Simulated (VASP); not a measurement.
# GaF (F-43m) in VASP: further runs

Runs on GaF. Level: PBE. Tasks: single point.

Everything below comes from runs of VASP 6.6.1. Logs are shortened: lines on timing, memory, paths and dates and some standing lists are left out, and cuts for length are marked.

## Step 1: The cell of the first run

It takes space group F-43m (No. 216, cubic). Conventional cell: a = 4.885 Å, b = 4.885 Å, c = 4.885 Å, α = 90.00°, β = 90.00°, γ = 90.00°. Within 2.8 Å of Ga (site symmetry -43m) lie 4 F at 2.12 Å. F (site symmetry -43m) has 4 Ga at 2.12 Å within 2.8 Å.

## Step 2: Single point, PBE

Contents of INCAR:

```
PREC     = Accurate       # precision mode
ENCUT    = 520            # plane-wave cutoff, eV
EDIFF    = 1E-6           # SCF threshold, eV
ISMEAR   = -1             # smearing method
SIGMA    = 0.05           # smearing width, eV
LREAL    = False          # projectors in reciprocal space
LASPH    = True           # aspherical terms in the spheres
NELM     = 60             # most SCF steps
ALGO     = Normal         # electronic algorithm
ISIF     = 2              # what is computed and relaxed
LWAVE    = False          # write WAVECAR
LCHARG   = True           # write CHGCAR
GGA      = PE             # functional
LELF     = True           # ELF
LVHAR    = True         
NBANDS   = 17             # bands
```

Contents of KPOINTS:

```
Automatic mesh
0
Gamma
  8 8 8
```

Contents of POSCAR:

```
GaF
1.0
    0.0000000000      2.4422748688      2.4422748688
    2.4422748688      0.0000000000      2.4422748688
    2.4422748688      2.4422748688      0.0000000000
Ga F
1 1
Direct
    0.2500000000      0.2500000000      0.2500000000
    0.0000000000      0.0000000000      0.0000000000
```

Potentials or basis: VASP PAW PBE potentials, release 64 (Ga_d, F).

Started as:

```console
cat potpaw_PBE.64/Ga_d/POTCAR potpaw_PBE.64/F/POTCAR > POTCAR
mpirun -np 1 vasp_std > vasp.out
```

OUTCAR:

```text
PREC = Accurate
   ENCUT = 520
   EDIFF = 1E-6
   ISMEAR = -1
   LREAL = False
   LASPH = True
   NELM = 60
   ISIF = 2
   GGA = PE

 ion  position               nearest neighbor table
   1  0.250  0.250  0.250-   2 2.12   2 2.12   2 2.12   2 2.12
   2  0.000  0.000  0.000-   1 2.12   1 2.12   1 2.12   1 2.12

  LATTYP: Found a face centered cubic cell.
 ALAT       =     4.8845497376

  Lattice vectors:

 A1 = (   0.0000000000,   2.4422748688,   2.4422748688)
 A2 = (   2.4422748688,   0.0000000000,   2.4422748688)
 A3 = (   2.4422748688,   2.4422748688,   0.0000000000)

Analysis of symmetry for initial positions (statically):
=====================================================================
 Subroutine PRICEL returns:
 Original cell was already a primitive cell.

 Routine SETGRP: Setting up the symmetry group for a
 face centered cubic supercell.

 Subroutine GETGRP returns: Found 24 space group operations
 (whereof 24 operations were pure point group operations)
 out of a pool of 48 trial point group operations.

The static configuration has the point symmetry T_d .

Analysis of symmetry for dynamics (positions and initial velocities):
=====================================================================
 Subroutine PRICEL returns:
 Original cell was already a primitive cell.

 Routine SETGRP: Setting up the symmetry group for a
 face centered cubic supercell.

 Subroutine GETGRP returns: Found 24 space group operations
 (whereof 24 operations were pure point group operations)
 out of a pool of 48 trial point group operations.

The dynamic configuration has the point symmetry T_d .

 Subroutine INISYM returns: Found 24 space group operations
 (whereof 24 operations are pure point group operations),
 and found     1 'primitive' translations

----------------------------------------------------------------------------------------

                                     Primitive cell

  volume of cell :      29.1349

  direct lattice vectors                    reciprocal lattice vectors
     0.000000000  2.442274869  2.442274869    -0.204727161  0.204727161  0.204727161
     2.442274869  0.000000000  2.442274869     0.204727161 -0.204727161  0.204727161
     2.442274869  2.442274869  0.000000000     0.204727161  0.204727161 -0.204727161

  length of vectors
[... 72 lines left out ...]
 SYSTEM =  unknown system
   PREC   = accura    normal or accurate (medium, high low for compatibility)
   ISTART =      0    job   : 0-new  1-cont  2-samecut
   ICHARG =      2    charge: 1-file 2-atom 10-const
   ISPIN  =      1    spin polarized calculation?
   LNONCOLLINEAR =      F non collinear calculations
   LSORBIT =      F    spin-orbit coupling
   LASPH  =      T    aspherical Exc in radial PAW
   ENCUT  =  520.0 eV  38.22 Ry    6.18 a.u.   6.42  6.42  6.42*2*pi/ulx,y,z
   NELM   =     60;   NELMIN=  2; NELMDL= -5     # of ELM steps
   EDIFF  = 0.1E-05   stopping-criterion for ELM
   LREAL  =      F    real-space projection
   EDIFFG = 0.1E-04   stopping-criterion for IOM
   NSW    =      0    number of steps for IOM
   IBRION =     -1    ionic relax: 0-MD 1-quasi-New 2-CG
   NFREE  =      0    steps in history (QN), initial steepest desc. (CG)
   ISIF   =      2    stress and relaxation
   ISYM   =      2    0-nonsym 1-usesym 2-fastsym
   POTIM  = 0.5000    time-step for ionic-motion
   TEBEG  =    0.0;   TEEND  =   0.0 temperature during run
   PSTRESS=    0.0 pullay stress
   NELECT =      20.0000    total number of electrons
   NUPDOWN=      -1.0000    fix difference up-down
   EMIN   =  10.00;   EMAX   =-10.00  energy-range for DOS
   EFERMI =   0.00;   METHOD = LEGACY
   ISMEAR =    -1;   SIGMA  =   0.05  broadening in eV -4-tet -1-fermi 0-gaus
   EFERMI_NEDOS =   21; number of points for ismear=-14 and -15
   IALGO  =     38    algorithm
   IMIX   =      4    mixing-type and parameters
     AMIX     =   0.40;   BMIX     =  1.00
     AMIX_MAG =   1.60;   BMIX_MAG =  1.00
  volume/ion in A,a.u.               =      14.57        98.31
  Fermi-wavevector in a.u.,A,eV,Ry     =   1.444154  2.729056 28.376064  2.085582
  Thomas-Fermi vector in A             =   2.562481
   LORBIT       =      0    0 simple, 1 ext, 2 COOP (PROOUT), +10 PAW based schemes
   GGA     = PE    functional components
   LHFCALC =     F    Hartree Fock is set to
   AEXX    =    0.0000 exact exchange contribution
   IVDW    =     0    specifies the selected vdW correction
   LEPSILON=     F    determine dielectric tensor
   LRPA    =     F    only Hartree local field effects (RPA)
 non-spin polarized calculation
  energy-cutoff  :      520.00
  volume of cell :       29.13
 maximum number of plane-waves:       817
 NGX is ok and might be reduce to    28
   NGX = 13   NGY = 13   NGZ = 13

 number of electron      20.0000009 magnetization

 Free energy of the ion-electron system (eV)
  ---------------------------------------------------
  ext. energy  EPLUGINS =         0.00000000
  ---------------------------------------------------
  free energy    TOTEN  =        -6.41821640 eV

  energy without entropy =       -6.41639973  energy(sigma->0) =       -6.41730806

 E-fermi :   5.3153     XC(G=0): -10.3130

 val. band max:        5.2387138659   @ k =   0.5000   0.5000   0.0000
 cond. band min:       5.5814376956   @ k =  -0.3750   0.5000   0.1250
 fundamental gap:      0.3427238297
 Fermi energy:         5.3153259017

 k-point     1 :       0.0000    0.0000    0.0000
  band No.  band energies     occupation
      1     -21.0975      2.00000
      2     -10.2048      2.00000
      3     -10.2048      2.00000
      4     -10.2048      2.00000
      5     -10.0274      2.00000
      6     -10.0274      2.00000
[... 457 lines left out ...]
      4     -10.0313      2.00000
      5     -10.0092      2.00000
      6      -9.9136      2.00000
[... 9 lines left out ...]
     16      20.5666      0.00000
     17      22.7247      0.00000

 [... further k-points ...]
[... 5 lines left out ...]
  --------------------------------------------------------------------------------------
  -------------------------------------------------------------------------------------
  Total        5.5055037      5.5055037      5.5055037      0.0000000      0.0000000     -0.0000000
  in kB      302.7568821    302.7568821    302.7568821      0.0000000      0.0000000     -0.0000000
  external PRESSURE =     302.7568821 kB  Pullay stress =       0.0000000 kB

 VOLUME and BASIS-vectors are now :
 -----------------------------------------------------------------------------
  energy-cutoff  :      520.00
  volume of cell :       29.13
      direct lattice vectors                 reciprocal lattice vectors
     0.000000000  2.442274869  2.442274869    -0.204727161  0.204727161  0.204727161
     2.442274869  0.000000000  2.442274869     0.204727161 -0.204727161  0.204727161
     2.442274869  2.442274869  0.000000000     0.204727161  0.204727161 -0.204727161

 POSITION                                       TOTAL-FORCE (eV/Angst)
 -----------------------------------------------------------------------------------
      1.22114      1.22114      1.22114         0.000000      0.000000      0.000000
      0.00000      0.00000      0.00000        -0.000000     -0.000000     -0.000000
 -----------------------------------------------------------------------------------
    total drift:                               -0.000001     -0.000001     -0.000001

  FREE ENERGIE OF THE ION-ELECTRON SYSTEM (eV)
  ---------------------------------------------------
  free  energy   TOTEN  =        -6.4182163990 eV

  energy  without entropy=       -6.4163997270  energy(sigma->0) =       -6.41730806
```

stdout:

```text
POSCAR found type information on POSCAR GaF
 POSCAR found :  2 types and       2 ions
 scaLAPACK will be used
 LDA part: xc-table for (Slater+PW92), standard interpolation
 POSCAR, INCAR and KPOINTS ok, starting setup
 FFT: planning ... GRIDC
 FFT: planning ... GRID_SOFT
 FFT: planning ... GRID
 WAVECAR not read
 entering main loop
```

Run time: 7.2 s. Hardware: 1 thread of Intel Xeon 6975P-C (Granite Rapids), shared host; peak memory 0.16 GiB.

What came out:

- Free energy: -6.4182 eV
- Pressure: 30.3 GPa

## Step 3: Single point, PBE

This run uses another cell than the first one, of 16.04 Å³/atom, 1.101 times its volume.

Contents of INCAR:

```
SYSTEM = GaF
  PREC = Accurate
  ENCUT = 520
  EDIFF = 1E-6
  ISMEAR = -1
  SIGMA = 0.05
  LREAL = .FALSE.
  LASPH = .TRUE.
  NELM = 100
  ALGO = Normal
  ISIF = 2
  LWAVE = .FALSE.
  LCHARG = .FALSE.
  GGA = PE
  NBANDS = 17
```

Contents of KPOINTS:

```
regular mesh
0
G
  8 8 8
  0 0 0
```

Contents of POSCAR:

```
GaF
1.0
    0.0000000000      2.5220505945      2.5220505945
    2.5220505945      0.0000000000      2.5220505945
    2.5220505945      2.5220505945      0.0000000000
Ga F
1 1
Direct
    0.2500000000      0.2500000000      0.2500000000
    0.0000000000      0.0000000000      0.0000000000
```

Potentials or basis: VASP PAW PBE potentials, release 64 (Ga_d, F).

Started as:

```console
cat potpaw_PBE.64/Ga_d/POTCAR potpaw_PBE.64/F/POTCAR > POTCAR
mpirun -np 1 vasp_std > vasp.out
```

Run time: 7 s. Hardware: 1 thread of Intel Xeon 6975P-C (Granite Rapids), shared host; peak memory 0.16 GiB.

Results (log left out):

| Quantity | Value |
| --- | --- |
| Free energy | -6.8807 eV |
| Pressure | 20.1 GPa |
| Band gap on the k mesh | 0.38 eV, direct |

Levels at points of the mesh, in eV from the valence-band top:
| k point | band 8 | band 9 | band 10 | band 11 | band 12 | band 13 |
| --- | --- | --- | --- | --- | --- | --- |
| (0.00, 0.00, 0.00) | -6.17 | -6.17 | -5.77 | 6.67 | 6.67 | 6.67 |
| (0.50, 0.00, 0.00) | -6.43 | -6.43 | -1.80 | 1.40 | 6.52 | 6.52 |
| (0.50, 0.50, 0.00) | -6.91 | -6.91 | 0.00 | 0.38 | 6.27 | 6.27 |

A k mesh can miss the band edges.

## Step 4: Single point, PBE

This run uses another cell than the first one, of 18.24 Å³/atom, 1.252 times its volume.

Contents of INCAR:

```
ALGO = Normal ; EDIFF = 1E-6
ENCUT = 520 ; GGA = PE
ISIF = 2 ; ISMEAR = -1
LASPH = True ; LCHARG = False
LREAL = False ; LWAVE = False
NBANDS = 17 ; NELM = 60
PREC = Accurate ; SIGMA = 0.05
```

Contents of KPOINTS:

```
k-points
0
Gamma
  8 8 8
```

Contents of POSCAR:

```
GaF
1.0
    0.0000000000      2.6325389238      2.6325389238
    2.6325389238      0.0000000000      2.6325389238
    2.6325389238      2.6325389238      0.0000000000
Ga F
1 1
Direct
    0.2500000000      0.2500000000      0.2500000000
    0.0000000000      0.0000000000      0.0000000000
```

Started as:

```console
cat potpaw_PBE.64/Ga_d/POTCAR potpaw_PBE.64/F/POTCAR > POTCAR
mpirun -np 1 vasp_std > vasp.out
```

Run time: 7.5 s. Hardware: 1 thread of Intel Xeon 6975P-C (Granite Rapids), shared host; peak memory 0.16 GiB.

Results (log left out):

```
Free energy            : -7.2883 eV
Pressure               : 10.0 GPa
Band gap on the k mesh : 1.15 eV, direct
```

Levels at points of the mesh, in eV from the valence-band top:
| k point | band 7 | band 8 | band 9 | band 10 | band 11 | band 12 | band 13 | band 14 |
| --- | --- | --- | --- | --- | --- | --- | --- | --- |
| (0.00, 0.00, 0.00) | -5.03 | -5.03 | -5.03 | -5.03 | 6.67 | 6.67 | 6.67 | 10.95 |
| (0.50, 0.00, 0.00) | -7.24 | -5.24 | -5.24 | -1.48 | 1.96 | 6.55 | 6.55 | 10.74 |
| (0.50, 0.50, 0.00) | -7.07 | -5.62 | -5.62 | 0.00 | 1.15 | 6.24 | 6.24 | 6.88 |

A k mesh can miss the band edges. PBE gaps usually lie below the measured ones, often by a third to a half.

## Step 5: Single point, PBE

This run uses another cell than the first one, of 20.01 Å³/atom, 1.374 times its volume.

Contents of INCAR:

```
PREC = Accurate
ENCUT = 520
EDIFF = 1E-7
ISMEAR = -1
SIGMA = 0.05
LREAL = False
LASPH = True
NELM = 80
ALGO = Normal
ISIF = 2
LWAVE = False
LCHARG = False
GGA = PE
NBANDS = 17
```

Contents of KPOINTS:

```
regular mesh
0
Gamma
  8 8 8
```

Contents of POSCAR:

```
GaF
1.0
    0.0000000000      2.7148998854      2.7148998854
    2.7148998854      0.0000000000      2.7148998854
    2.7148998854      2.7148998854      0.0000000000
Ga F
1 1
Direct
    0.2500000000      0.2500000000      0.2500000000
    0.0000000000      0.0000000000      0.0000000000
```

Potentials or basis: VASP PAW PBE potentials, release 64 (Ga_d, F).

Started as:

```console
cat potpaw_PBE.64/Ga_d/POTCAR potpaw_PBE.64/F/POTCAR > POTCAR
mpirun -np 1 vasp_std > vasp.out
```

OUTCAR:

```text
PREC = Accurate
   ENCUT = 520
   EDIFF = 1E-7
   ISMEAR = -1
   LREAL = False
   LASPH = True
   NELM = 80
   ISIF = 2
   GGA = PE

 ion  position               nearest neighbor table
   1  0.250  0.250  0.250-   2 2.35   2 2.35   2 2.35   2 2.35
   2  0.000  0.000  0.000-   1 2.35   1 2.35   1 2.35   1 2.35

  LATTYP: Found a face centered cubic cell.
 ALAT       =     5.4297997708

  Lattice vectors:

 A1 = (   0.0000000000,   2.7148998854,   2.7148998854)
 A2 = (   2.7148998854,   0.0000000000,   2.7148998854)
 A3 = (   2.7148998854,   2.7148998854,   0.0000000000)

Analysis of symmetry for initial positions (statically):
=====================================================================
 Subroutine PRICEL returns:
 Original cell was already a primitive cell.

 Routine SETGRP: Setting up the symmetry group for a
 face centered cubic supercell.

 Subroutine GETGRP returns: Found 24 space group operations
 (whereof 24 operations were pure point group operations)
 out of a pool of 48 trial point group operations.

[... 155 lines left out ...]
  ---------------------------------------------------
  ext. energy  EPLUGINS =         0.00000000
  ---------------------------------------------------
  free energy    TOTEN  =        -7.45262069 eV

  energy without entropy =       -7.45262069  energy(sigma->0) =       -7.45262069

 E-fermi :   2.1839     XC(G=0):  -8.6440

 val. band max:        1.3142106266   @ k =  -0.2500   0.5000   0.2500
 cond. band min:       2.9517410600   @ k =   0.5000   0.5000   0.0000
 fundamental gap:      1.6375304334
 Fermi energy:         2.1838873727

 k-point     1 :       0.0000    0.0000    0.0000
  band No.  band energies     occupation
      1     -21.6396      2.00000
      2     -12.5194      2.00000
      3     -12.5194      2.00000
      4     -12.5194      2.00000
      5     -12.4747      2.00000
      6     -12.4747      2.00000
[... 457 lines left out ...]
      4     -12.4729      2.00000
      5     -12.4655      2.00000
      6     -12.4318      2.00000
[... 9 lines left out ...]
     16      15.3042      0.00000
     17      17.4506      0.00000

 [... further k-points ...]
[... 5 lines left out ...]
  --------------------------------------------------------------------------------------
  -------------------------------------------------------------------------------------
  Total        1.2307147      1.2307147      1.2307147     -0.0000000     -0.0000000      0.0000000
  in kB       49.2693161     49.2693161     49.2693161     -0.0000000     -0.0000000      0.0000000
  external PRESSURE =      49.2693161 kB  Pullay stress =       0.0000000 kB

 VOLUME and BASIS-vectors are now :
 -----------------------------------------------------------------------------
  energy-cutoff  :      520.00
  volume of cell :       40.02
      direct lattice vectors                 reciprocal lattice vectors
     0.000000000  2.714899885  2.714899885    -0.184168854  0.184168854  0.184168854
     2.714899885  0.000000000  2.714899885     0.184168854 -0.184168854  0.184168854
     2.714899885  2.714899885  0.000000000     0.184168854  0.184168854 -0.184168854

 POSITION                                       TOTAL-FORCE (eV/Angst)
 -----------------------------------------------------------------------------------
      1.35745      1.35745      1.35745         0.000000     -0.000000     -0.000000
      0.00000      0.00000      0.00000        -0.000000      0.000000      0.000000
 -----------------------------------------------------------------------------------
    total drift:                                0.000000      0.000000      0.000000

  FREE ENERGIE OF THE ION-ELECTRON SYSTEM (eV)
  ---------------------------------------------------
  free  energy   TOTEN  =        -7.4526206923 eV

  energy  without entropy=       -7.4526206879  energy(sigma->0) =       -7.45262069
```

stdout:

```text
POSCAR found type information on POSCAR GaF
 POSCAR found :  2 types and       2 ions
 scaLAPACK will be used
 LDA part: xc-table for (Slater+PW92), standard interpolation
 POSCAR, INCAR and KPOINTS ok, starting setup
 FFT: planning ... GRIDC
 FFT: planning ... GRID_SOFT
 FFT: planning ... GRID
 WAVECAR not read
 entering main loop
```

Run time: 9.8 s. Hardware: 1 thread of Intel Xeon 6975P-C (Granite Rapids), shared host; peak memory 0.17 GiB.

Results:

| Quantity | Value |
| --- | --- |
| Free energy | -7.4526 eV |
| Pressure | 4.9 GPa |
| Band gap on the k mesh | 1.64 eV, indirect (the least direct gap lies 2.7 meV higher) |

## Step 6: The runs side by side

| cell | gap on the mesh (eV) | pressure (GPa) |
| --- | --- | --- |
| a = 3.454 Å, angles 60.0°, 2 atoms | - | 30.3 |
| a = 3.567 Å, angles 60.0°, 2 atoms | 0.38 | 20.1 |
| a = 3.723 Å, angles 60.0°, 2 atoms | 1.15 | 10.0 |
| a = 3.839 Å, angles 60.0°, 2 atoms | 1.64 | 4.9 |

Alike in all rows: task single point; level PBE; potentials or basis VASP PAW PBE potentials, release 64 (Ga_d, F); no spin polarisation; k mesh 8 × 8 × 8; cutoff (eV) 520; smearing fermi-dirac 0.05 eV.

Total energies depend on the potentials used, so only differences within one code and one set of settings carry meaning.
